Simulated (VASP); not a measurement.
Write the native input for VASP 6.6.1 that does the following.

```yaml
Task: relaxation of cell and atoms
Functional: PBE
Potentials_or_basis: VASP PAW PBE potentials, release 64 (Mg, O)
Cutoff: 600 eV
k_mesh: 6 × 6 × 6
Occupations: gaussian, width 0.01 eV
Spin: no spin polarisation
Target_pressure: 11 GPa
Dipole_correction: no
Further_INCAR_settings: ALGO = Normal; EDIFF = 1e-07; IBRION = 2; EDIFFG = -0.001; NSW = 80; ISIF = 3
```

The structure of MgO lies in POSCAR:

```
MgO
1.0
    3.4755871125      0.0000000000      0.0000000000
   -1.7377935563      3.0099467325      0.0000000000
    0.0000000000      0.0000000000      4.1898226437
Mg O
2 2
Direct
    0.6666666667      0.3333333333      0.7500000000
    0.3333333333      0.6666666667      0.2500000000
    0.6666666667      0.3333333333      0.2500000000
    0.3333333333      0.6666666667      0.7500000000
```

The input as run:

INCAR

```
PREC = Accurate ; ENCUT = 600
EDIFF = 1E-7 ; ISMEAR = 0
SIGMA = 0.01 ; LREAL = False
LASPH = True ; NELM = 120
ALGO = Normal ; ISIF = 3
LWAVE = False ; LCHARG = False
GGA = PE ; IBRION = 2
NSW = 80 ; EDIFFG = -0.001
PSTRESS = 110.0 ; GGA_COMPAT = False
NELMIN = 4
```

KPOINTS

```
Automatic mesh
0
Gamma
  6 6 6
```

Potentials or basis: VASP PAW PBE potentials, release 64 (Mg, O).

Command:

```console
$ cat potpaw_PBE.64/Mg/POTCAR potpaw_PBE.64/O/POTCAR > POTCAR
$ mpirun -np 1 vasp_std > vasp.out
```

Results of the run:

- Relaxed volume: 10.50 Å³/atom
- Relaxed cell: a = 3.426 Å, b = 3.426 Å, c = 4.131 Å, α = 90.00°, β = 90.00°, γ = 120.00°
- Space group after relaxing (to 0.05 Å): P6_3/mmc (No. 194)
- Energy change on relaxing (the enthalpy is what falls): +21.6 meV/atom
- Ionic steps: 7
- Pressure after relaxing: 11.0 GPa
- Band gap on the k mesh: 3.67 eV, direct

Caveat: the cell is relaxed towards a set pressure, so the enthalpy falls and the energy may rise.

It took 32 s on 1 thread of Intel(R) Xeon(R) 6975P-C (Granite Rapids) (shared host), peak memory 0.18 GiB.
